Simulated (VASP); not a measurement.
Set up this calculation in VASP 6.6.1, as the native input.

| Property | Result |
| --- | --- |
| Task | single point |
| Functional | LDA |
| Potentials or basis | VASP PAW LDA potentials, release 64 (N) |
| Cutoff | 520 eV |
| k mesh | 12 × 12 × 6 |
| Occupations | gaussian, width 0.05 eV |
| Spin | collinear spin, ferromagnetic start |
| Starting moments | [3.18, 3.18] μB |
| Dipole correction | no |
| Further INCAR settings | ALGO = Normal; EDIFF = 1e-06; NBANDS = 16 |

The structure of N lies in POSCAR:

```
N
1.0
    3.7378716991      0.0000000000      0.0000000000
   -1.8689358496      3.2370918475      0.0000000000
    0.0000000000      0.0000000000      5.8016500000
N
2
Direct
    0.3333333333      0.6666666667      0.2500000000
    0.6666666667      0.3333333333      0.7500000000
```

This cell differs from its parent crystal: strain +0.030 along x and y, -0.015 along z.

These files were run (other wordings do the same):

INCAR

```
SYSTEM = N
PREC = Accurate ; ENCUT = 520
EDIFF = 1E-6 ; ISMEAR = 0
SIGMA = 0.05 ; LREAL = .False.
LASPH = .True. ; NELM = 150
ALGO = Normal ; ISIF = 2
LWAVE = .False. ; LCHARG = .False.
ISPIN = 2 ; MAGMOM = 3.18 3.18
LORBIT = 11 ; NBANDS = 16
```

KPOINTS

```
regular mesh
0
Gamma
  12 12 6
  0 0 0
```

Potentials or basis: VASP PAW LDA potentials, release 64 (N).

Command:

```sh
$ cat potpaw_LDA.64/N/POTCAR > POTCAR
$ mpirun -np 1 vasp_std > vasp.out
```

Results of the run:

```json
{
  "Pressure": "-0.4 GPa",
  "Band gap on the k mesh": "2.20 eV, direct",
  "Net moment": "6.00 μB per cell",
  "Site moments": "N +1.92 μB",
  "Valence electrons inside the program's atomic spheres": "N 3.24"
}
```

Caveat: the cell differs from its parent crystal (strain +0.030 along x and y, -0.015 along z).

Run time: 94 s on 1 thread of Intel Xeon 6975P-C, on a shared host, peak memory 0.23 GiB.
